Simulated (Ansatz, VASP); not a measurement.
Two plane-wave programs on AlN

```
Al N
1.0
     0.00000    2.18333    2.18333
     2.18333    0.00000    2.18333
     2.18333    2.18333    0.00000
Al N
1 1
Direct
  0.00000 0.00000 0.00000
  0.75000 0.75000 0.75000
```

Alike in both runs: task single point; functional PBE; k mesh 10 × 10 × 10; occupations gaussian, width 0.02 eV; no spin polarisation.

|  | VASP | Ansatz |
| --- | --- | --- |
| version | VASP 6.6.1 | Ansatz 0.2.0 |
| potentials or method | VASP PAW PBE potentials, release 64 (Al, N), cutoff 520 eV | scalar-relativistic, plane waves, PAW |
| valence electrons in the cell | 8 | 8 |

|  | VASP | Ansatz | Ansatz less VASP |
| --- | --- | --- | --- |
| gap on the k mesh at the Fermi level (eV) | 3.32 | 3.33 | +0.008 |
| least direct gap on the mesh (eV) | 4.20 | 4.19 | -0.010 |
| pressure (GPa) | 4.8 | 5.1 | +0.28 |
